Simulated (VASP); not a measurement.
Here is a VASP 6.6.1 calculation.

INCAR

```
SYSTEM = AlN
  PREC = Accurate
  ENCUT = 520
  EDIFF = 1E-7
  ISMEAR = 0
  SIGMA = 0.05
  LREAL = .FALSE.
  LASPH = .TRUE.
  NELM = 60
  ALGO = Normal
  ISIF = 2
  LWAVE = .FALSE.
  LCHARG = .FALSE.
  GGA = PS
  NBANDS = 16
```

File KPOINTS:

```
Automatic mesh
0
G
  9 9 6
  0 0 0
```

The input POSCAR:

```
AlN
1.0
    3.3808000000      0.0000000000      0.0000000000
   -1.6904000000      2.9278586851      0.0000000000
    0.0000000000      0.0000000000      4.0170000000
Al N
2 2
Direct
    0.3333333333      0.6666666667      0.7500000000
    0.6666666667      0.3333333333      0.2500000000
    0.3333333333      0.6666666667      0.2500000000
    0.6666666667      0.3333333333      0.7500000000
```

Potentials or basis: VASP PAW PBE potentials, release 64 (Al, N).

Command:

```bash
$ cat potpaw_PBE.64/Al/POTCAR potpaw_PBE.64/N/POTCAR > POTCAR
$ mpirun -np 1 vasp_std > vasp.out
```

Task: Estimate the band gap on the k mesh.

Result: 3.37 eV, direct.

Task: Predict the pressure.

Result: -3.8 GPa.

Stress tensor (GPa, compression positive):
```
-7.54  0.00  0.00
 0.00 -7.54  0.00
 0.00  0.00  3.77
```

Caveat: the PAW data sets were made with another functional, which shifts forces and pressure a little. A hybrid or GW would open this gap; PBEsol tends to underestimate it.
